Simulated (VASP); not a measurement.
Here is a VASP 6.6.1 calculation.

File INCAR:

```
PREC = Accurate ; ENCUT = 520
EDIFF = 1E-7 ; ISMEAR = 0
SIGMA = 0.1 ; LREAL = False
LASPH = True ; NELM = 100
ALGO = Normal ; ISIF = 2
LWAVE = False ; LCHARG = False
LDIPOL = True ; IDIPOL = 3
DIPOL = 0.5 0.5 0.500 ; GGA = PE
NBANDS = 38
```

File KPOINTS:

```
Automatic mesh
0
Gamma
  11 11 1
```

Contents of POSCAR:

```
Si4Mo3
1.0
    3.2168473731      0.0000000000      0.0000000000
    0.0000000000      3.2168473731      0.0000000000
    0.0000000000      0.0000000000     22.8730199825
Mo Si
3 4
Direct
    0.5000000000      0.5000000000      0.3278972346
    0.0000000000      0.0000000000      0.5000000000
    0.5000000000      0.5000000000      0.6721027654
    0.0000000000      0.0000000000      0.3846570233
    0.5000000000      0.5000000000      0.4432402113
    0.5000000000      0.5000000000      0.5567597887
    0.0000000000      0.0000000000      0.6153429767
```

Potentials or basis: VASP PAW PBE potentials, release 64 (Mo_sv, Si).

The run is started by

```sh
$ cat potpaw_PBE.64/Mo_sv/POTCAR potpaw_PBE.64/Si/POTCAR > POTCAR
$ mpirun -np 1 vasp_std > vasp.out
```

(1) Predict the largest force.

(2) Estimate the band gap on the k mesh.

Results:

(1) 1.643 eV/Å.

(2) zero (bands 29 and 30 overlap by 1.64 eV).
